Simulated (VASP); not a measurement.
NaMo18S36 (a cell with a defect): single point with PBE

System: NaMo18S36 (a cell with a defect).

```
Mo S Na
1.0
     9.36699    0.00000    0.00000
    -4.68349    8.11205    0.00000
     0.00000    0.00000   12.08270
Mo S Na
18 36 1
Direct
  0.20606 0.12765 0.25563
  0.12794 0.20573 0.74404
  0.20515 0.46329 0.25659
  0.12658 0.54281 0.74000
  0.20591 0.79574 0.25423
  0.12975 0.87411 0.74474
  0.54312 0.12629 0.25962
  0.46359 0.20482 0.74310
  0.53983 0.46264 0.25630
  0.46292 0.53949 0.74341
  0.54217 0.80047 0.25921
  0.46279 0.87203 0.74564
  0.87442 0.12945 0.25494
  0.79604 0.20559 0.74543
  0.87235 0.46249 0.25404
  0.80075 0.54184 0.74049
  0.87258 0.79531 0.25350
  0.79561 0.87226 0.74620
  0.24009 0.09549 0.61554
  0.09581 0.23978 0.38414
  0.24087 0.09441 0.87299
  0.09472 0.24058 0.12670
  0.23985 0.42851 0.61452
  0.09342 0.57436 0.38373
  0.23043 0.43392 0.86518
  0.09465 0.57326 0.12519
  0.24226 0.76643 0.61461
  0.09392 0.90560 0.38302
  0.23896 0.76112 0.87352
  0.09509 0.90715 0.12454
  0.57465 0.09309 0.61595
  0.42883 0.23951 0.38514
  0.57357 0.09432 0.87449
  0.43425 0.23022 0.13447
  0.57432 0.42816 0.61421
  0.42847 0.57404 0.38549
  0.58654 0.43065 0.86614
  0.43103 0.58627 0.13358
  0.57434 0.76175 0.61652
  0.42527 0.90497 0.38692
  0.57279 0.75932 0.87485
  0.43080 0.90790 0.12734
  0.90588 0.09357 0.61665
  0.76669 0.24193 0.38505
  0.90746 0.09478 0.87514
  0.76148 0.23868 0.12614
  0.90521 0.42496 0.61274
  0.76211 0.57405 0.38318
  0.90826 0.43051 0.87231
  0.75965 0.57250 0.12485
  0.90893 0.76594 0.61480
  0.76626 0.90865 0.38489
  0.90797 0.76032 0.87373
  0.76062 0.90766 0.12597
  0.37428 0.37407 0.99985
```

```json
{
 "Program": "VASP 6.6.1",
 "Task": "single point",
 "Functional": "PBE",
 "Potentials or basis": "VASP PAW PBE potentials, release 64 (Mo_sv, S, Na_pv)",
 "Cutoff": "520 eV",
 "k mesh": "1 × 1 × 1",
 "Occupations": "fermi-dirac, width 0.01 eV",
 "Spin": "no spin polarisation",
 "Dipole correction": "no",
 "Charge": "1",
 "Further INCAR settings": "LREAL = Auto; ALGO = Normal; EDIFF = 1e-06; NBANDS = 270; NELECT = 474.0"
}
```

| Property | Result |
| --- | --- |
| Largest force | 0.456 eV/Å |

Forces on the atoms (eV/Å):
```
Mo   0.043 -0.021  0.011
Mo  -0.040  0.026 -0.012
Mo   0.054 -0.007 -0.018
Mo  -0.048  0.034 -0.021
Mo   0.039 -0.016  0.001
Mo  -0.031  0.033 -0.004
Mo   0.053 -0.025  0.022
Mo  -0.033  0.043  0.017
Mo   0.048 -0.020  0.003
Mo  -0.041  0.031 -0.002
Mo   0.047 -0.017 -0.004
Mo  -0.028  0.026  0.010
Mo   0.044 -0.011  0.005
Mo  -0.034  0.026 -0.001
Mo   0.037 -0.012 -0.011
Mo  -0.039  0.032  0.003
Mo   0.039 -0.019 -0.007
Mo  -0.036  0.023  0.006
S   -0.022  0.034  0.021
S    0.041 -0.003 -0.020
S   -0.038  0.024 -0.014
S    0.041 -0.021  0.013
S   -0.040  0.029  0.007
S    0.049 -0.021 -0.029
S   -0.097  0.048 -0.059
S    0.037 -0.008  0.008
S   -0.033  0.040  0.014
S    0.037 -0.023 -0.015
S   -0.036  0.024 -0.016
S    0.043 -0.017  0.015
S   -0.043  0.033  0.029
S    0.045 -0.019 -0.008
S   -0.027  0.030 -0.006
S    0.091 -0.063  0.060
S   -0.035  0.032  0.022
S    0.046 -0.014 -0.022
S   -0.025  0.075 -0.001
S    0.075  0.015  0.000
S   -0.034  0.030  0.021
S    0.051 -0.031 -0.010
S   -0.025  0.003  0.010
S    0.041 -0.012  0.019
S   -0.039  0.021  0.015
S    0.052 -0.007 -0.013
S   -0.037  0.026 -0.016
S    0.037 -0.019  0.017
S   -0.051  0.028  0.011
S    0.041 -0.015 -0.021
S   -0.034  0.030 -0.019
S    0.016 -0.022 -0.012
S   -0.033  0.029  0.019
S    0.042 -0.015 -0.020
S   -0.026  0.031 -0.011
S    0.042 -0.006  0.012
Na  -0.227 -0.396 -0.002
```

Levels at points of the mesh, in eV from the Fermi level:
```tsv
k point	band 235	band 236	band 237	band 238	band 239	band 240
(0.00, 0.00, 0.00)	-1.00	-0.93	-0.33	0.76	0.76	0.78
```

Wall time 11 min on 1 thread of AMD EPYC 7R43 64-Core Processor (Zen 3), on a shared host, peak memory 0.82 GiB.

Caveat: the k points lie up to 0.77 Å⁻¹ apart; the cell carries a net charge on a neutralising background, which shifts energy and pressure; the cell is charged against a uniform background, so pressure and absolute levels hang on convention.
